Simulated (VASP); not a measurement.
Input of a VASP 6.6.1 run:

File INCAR:

```
PREC     = Accurate       # precision mode
ENCUT    = 600            # plane-wave cutoff, eV
EDIFF    = 1E-7           # SCF threshold, eV
ISMEAR   = 0              # smearing method
SIGMA    = 0.1            # smearing width, eV
LREAL    = False          # projectors in reciprocal space
LASPH    = True           # aspherical terms in the spheres
NELM     = 60             # most SCF steps
ALGO     = Normal         # electronic algorithm
ISIF     = 3              # what is computed and relaxed
LWAVE    = False          # write WAVECAR
LCHARG   = False          # write CHGCAR
GGA      = PE             # functional
IBRION   = 2              # ionic algorithm
NSW      = 100            # ionic steps
EDIFFG   = -0.01          # ionic threshold
```

KPOINTS

```
regular mesh
0
Gamma
  14 14 10
```

Contents of POSCAR:

```
ZrSi2
1.0
    3.5354140718      0.0000000000      0.0000000000
    0.0000000000      3.5354140718      0.0000000000
    0.0000000000      0.0000000000      4.8257882915
Zr Si
1 2
Direct
    0.5000000000      0.5000000000      0.0000000000
    0.0000000000      0.0000000000      0.2569034616
    0.0000000000      0.0000000000      0.7430965384
```

Potentials or basis: VASP PAW PBE potentials, release 64 (Zr_sv, Si).

The run is started by

```console
$ cat potpaw_PBE.64/Zr_sv/POTCAR potpaw_PBE.64/Si/POTCAR > POTCAR
$ mpirun -np 1 vasp_std > vasp.out
```

Q: What does it give for the band gap on the k mesh?

A: Zero (bands 10 and 11 overlap by 2.80 eV).

Q: What does it give for the space group after relaxing (to 0.1 Å)?

A: P4/mmm (No. 123).

Q: Estimate the relaxed volume.

A: 20.19 Å³/atom.

Q: What does it give for the relaxed cell?

A: a = 3.497 Å, b = 3.497 Å, c = 4.953 Å, α = 90.00°, β = 90.00°, γ = 90.00°.

Final structure:
```
CELL_PARAMETERS angstrom
3.49675 0.00000 0.00000
0.00000 3.49675 0.00000
0.00000 0.00000 4.95325
ATOMIC_POSITIONS crystal
Zr 0.50000 0.50000 0.00000
Si 0.00000 0.00000 0.25878
Si 0.00000 0.00000 0.74122
```
